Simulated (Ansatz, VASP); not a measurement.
**BN: VASP beside Ansatz**

Contents of INCAR:

```
PREC = Accurate
ENCUT = 520
EDIFF = 1E-6
ISMEAR = 0
SIGMA = 0.05
LREAL = False
LASPH = True
NELM = 80
ALGO = Normal
ISIF = 2
LWAVE = False
LCHARG = False
NBANDS = 16
```

KPOINTS

```
regular mesh
0
Gamma
  12 12 4
```

The input POSCAR:

```
BN
1.0
    2.5039917043      0.0000000000      0.0000000000
   -1.2519958522      2.1685204268      0.0000000000
    0.0000000000      0.0000000000      6.6612000000
B N
2 2
Direct
    0.3333333333      0.6666666667      0.2500000000
    0.6666666667      0.3333333333      0.7500000000
    0.4486193122      0.7243096561      0.7500000000
    0.7819526455      0.3909763227      0.2500000000
```

Input for Ansatz:

```yaml
crystal:
  lattice:
    - [2.5039917043, 0.0, 0.0]
    - [-1.2519958522, 2.1685204268, 0.0]
    - [0.0, 0.0, 6.6612]
  atoms:
    - { symbol: B, position: [0.3333333333, 0.6666666667, 0.25] }
    - { symbol: B, position: [0.6666666667, 0.3333333333, 0.75] }
    - { symbol: "N", position: [0.4486193122, 0.7243096561, 0.75] }
    - { symbol: "N", position: [0.7819526455, 0.3909763227, 0.25] }
basis:
  ecutwfc: 420
kpoints:
  mp_grid: { grid: [12, 12, 4] }
hamiltonian:
  xc: lda
scf:
  occupations: { method: gaussian, width: 0.05 }
output:
  forces: true
  stress: true
  eigenvalues: true
```

Change from the starting cell: all N atoms moved -0.250 Å, as atom 3 towards its neighbour atom 2 (B) at 1.446 Å.

Alike in both runs: task single point; functional LDA; k mesh 12 × 12 × 4; occupations gaussian, width 0.05 eV; no spin polarisation.

|  | VASP | Ansatz |
| --- | --- | --- |
| version | VASP 6.6.1 | Ansatz 0.2.0 |
| potentials or method | VASP PAW LDA potentials, release 64 (B, N), cutoff 520 eV | scalar-relativistic, plane waves, PAW |
| valence electrons in the cell | 16 | 16 |

|  | VASP | Ansatz | Ansatz less VASP |
| --- | --- | --- | --- |
| gap on the k mesh at the Fermi level (eV) | 2.17 | 2.19 | +0.015 |
| least direct gap on the mesh (eV) | 3.55 | 3.56 | +0.011 |
| pressure (GPa) | 20.0 | 19.9 | -0.10 |
| traceless stress, the component that is largest in VASP (GPa) | -20.88 | -20.61 | +0.271 |
| rms of the force components (eV/Å) | 6.954 | 6.973 | +0.0183 |

LDA's correlation is that of Perdew and Zunger in VASP and of Perdew and Wang (1992) in Ansatz. Atom by atom the forces differ by 0.019 eV/Å (rms over components).
